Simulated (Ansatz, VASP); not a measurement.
# One calculation of Cd3SeS2, two programs

```
Cd Se S
1.0
     4.25682    0.00000    0.00000
    -2.12841    3.68651    0.00000
     0.00000    0.00000   20.82390
Cd Se S
6 2 4
Cartesian
  2.1284 1.2288 0.1463
  2.1284 1.2288 6.8882
  2.1284 1.2288 13.9314
  0.0000 0.0000 3.5150
  0.0000 0.0000 10.2619
  0.0000 0.0000 17.3009
  0.0000 0.0000 12.9470
  0.0000 0.0000 19.9859
  2.1284 1.2288 2.7134
  2.1284 1.2288 9.4612
  2.1284 1.2288 16.4988
  0.0000 0.0000 6.0876
```

Alike in both runs: task relaxation of cell and atoms; functional PBE; k mesh 6 × 6 × 2; no spin polarisation.

```csv
,VASP,Ansatz
version,VASP 6.6.1,Ansatz 0.2.0
potentials or method,"VASP PAW PBE potentials, release 64 (Cd, Se, S), cutoff 600 eV","scalar-relativistic, plane waves, PAW"
occupations,"gaussian, width 0.01 eV",fixed
valence electrons in the cell,108,176
```

Ansatz gave:

```
gap on the k mesh at the Fermi level, each at its own relaxed structure (eV) : 0.71
relaxed volume (Å³/atom)                                                     : 27.23
relaxed cell length with the largest relative difference (Å)                 : 20.824
```

Question: Which values does VASP return?

Answer: gap on the k mesh at the Fermi level, each at its own relaxed structure (eV): 0.70; relaxed volume (Å³/atom): 27.37; relaxed cell length with the largest relative difference (Å): 20.858.

VASP's potentials hold 108 valence electrons a cell and Ansatz's 176, so a difference there can come from the potentials and not from the codes.
